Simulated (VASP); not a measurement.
In: single point with LDA

In:

```
In
1.0
    -1.70301    1.70301    2.37059
     1.70301   -1.70301    2.37059
     1.70301    1.70301   -2.37059
In
1
Direct
  0.00000 0.00000 0.00000
```

```yaml
Program: VASP 6.6.1
Task: single point
Functional: LDA
Potentials_or_basis: VASP PAW LDA potentials, release 64 (In_d)
Cutoff: 520 eV
k_mesh: 22 × 22 × 22
Occupations: gaussian, width 0.15 eV
Spin: no spin polarisation
```

```yaml
Pressure: -4.1 GPa
Band_gap_on_the_k_mesh: zero (an odd number of electrons rules out a gap without spin polarisation)
```

Stress tensor (GPa, compression positive):
```
-4.02  0.00  0.00
 0.00 -4.02  0.00
 0.00  0.00 -4.32
```

Levels at points of the mesh, in eV from the Fermi level:
| k point | band 4 | band 5 | band 6 | band 7 | band 8 | band 9 |
| --- | --- | --- | --- | --- | --- | --- |
| (0.00, 0.00, 0.00) | -14.34 | -14.32 | -9.21 | 10.00 | 10.04 | 10.04 |
| (0.50, 0.00, 0.00) | -14.19 | -14.18 | -4.33 | -3.12 | 7.84 | 8.12 |
| (0.50, 0.50, 0.00) | -14.16 | -14.15 | -2.33 | -2.08 | 3.93 | 4.02 |
| (0.50, 0.50, 0.50) | -14.15 | -14.15 | -2.07 | -1.92 | 3.76 | 3.76 |

Run time: 2.4 min on 1 thread of Intel(R) Xeon(R) 6975P-C (Granite Rapids), on a shared host, peak memory 0.35 GiB.

Caveat: the cell stands under tension; spin-orbit coupling is left out, which moves the levels of the heavy elements.
